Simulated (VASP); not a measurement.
Se, 1 atom in the cell. Symmetry: Im-3m, No. 229, cubic system. The conventional cell has a = 3.331 Å, b = 3.331 Å, c = 3.331 Å, α = 90.00°, β = 90.00°, γ = 90.00°. Se (site symmetry m-3m) has 14 Se at 2.89 to 3.33 Å within 3.8 Å. This isn't the form of Se at room conditions, which is trigonal, of chains.

- Program: VASP 6.6.1
- Task: relaxation of cell and atoms
- Functional: PBE
- Potentials or basis: VASP PAW PBE potentials, release 64 (Se)
- Cutoff: 600 eV
- k mesh: 16 × 16 × 16
- Occupations: fermi-dirac, width 0.05 eV
- Spin: no spin polarisation
- Target pressure: 8.6 GPa
- Dipole correction: no
- Further INCAR settings: ALGO = Normal; EDIFF = 1e-07; IBRION = 2; EDIFFG = -0.005; NSW = 60; ISIF = 3

Potentials or basis: VASP PAW PBE potentials, release 64 (Se).

Command:

```bash
$ cat potpaw_PBE.64/Se/POTCAR > POTCAR
$ mpirun -np 1 vasp_std > vasp.out
```

Hardware: 1 thread of Intel Xeon 8259CL (shared host).

Task: How long does it take, and how much memory?

Result: It took 11 s on 1 thread of Intel Xeon 8259CL, with other jobs on the host, peak memory 0.15 GiB. Counts: scf iterations 11, k points 145, ion steps 1.
